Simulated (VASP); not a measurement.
Set up this calculation in VASP 6.6.1, as the native input.

```yaml
Task: single point
Functional: PBE0
Potentials_or_basis: VASP PAW PBE potentials, release 64 (Cs_sv, Br)
Cutoff: 400 eV
k_mesh: 4 × 4 × 4
Occupations: gaussian, width 0.01 eV
Spin: no spin polarisation
Dipole_correction: no
Grid_for_exact_exchange_PRECFOCK: Normal
Further_INCAR_settings: ALGO = Normal; EDIFF = 1e-06; NBANDS = 15
Share_of_exact_exchange: 0.25
```

Crystal: CsBr.

```xyz
2
Lattice="4.3196 0.0000 0.0000 0.0000 4.3196 0.0000 0.0000 0.0000 4.3196" Properties=species:S:1:pos:R:3 pbc="T T T"
Cs    0.0000    0.0000    0.0000
Br    2.1598    2.1598    2.1598
```

These files were run (other wordings do the same):

POSCAR

```
CsBr
1.0
    4.3195965033      0.0000000000      0.0000000000
    0.0000000000      4.3195965033      0.0000000000
    0.0000000000      0.0000000000      4.3195965033
Cs Br
1 1
Direct
    0.0000000000      0.0000000000      0.0000000000
    0.5000000000      0.5000000000      0.5000000000
```

INCAR.step1

```
SYSTEM = CsBr
  ALGO = Normal
  EDIFF = 1E-5
  ENCUT = 400
  GGA = PE
  GGA_COMPAT = .FALSE.
  ISIF = 2
  ISMEAR = 0
  LASPH = .TRUE.
  LCHARG = .FALSE.
  LREAL = .FALSE.
  LWAVE = .TRUE.
  NBANDS = 15
  NELM = 120
  PREC = Accurate
  SIGMA = 0.01
```

INCAR.step2

```
SYSTEM = CsBr
  AEXX = 0.25
  ALGO = Normal
  EDIFF = 1E-6
  ENCUT = 400
  GGA = PE
  GGA_COMPAT = .FALSE.
  ISIF = 2
  ISMEAR = 0
  ISTART = 1
  LASPH = .TRUE.
  LCHARG = .FALSE.
  LHFCALC = .TRUE.
  LREAL = .FALSE.
  LWAVE = .FALSE.
  NBANDS = 15
  NELM = 120
  PREC = Accurate
  PRECFOCK = Normal
  SIGMA = 0.01
```

KPOINTS

```
k-points
0
G
  4 4 4
  0 0 0
```

Potentials or basis: VASP PAW PBE potentials, release 64 (Cs_sv, Br).

Run with:

```console
$ cat potpaw_PBE.64/Cs_sv/POTCAR potpaw_PBE.64/Br/POTCAR > POTCAR
$ cp INCAR.step1 INCAR
$ mpirun -np 1 vasp_std > vasp.out
$ cp INCAR.step2 INCAR
$ mpirun -np 1 vasp_std > vasp.out
```

It gave:

The pressure is 0.2 GPa and the band gap on the k mesh is 6.31 eV (least direct gap 6.32 eV).

Caveat: the PAW data sets were made with another functional, which shifts forces and pressure a little; spin-orbit coupling is left out, which moves the levels of the heavy elements.

Run time: 7.8 min on 1 thread of Intel Xeon 8259CL, with other jobs on the host, peak memory 0.18 GiB.
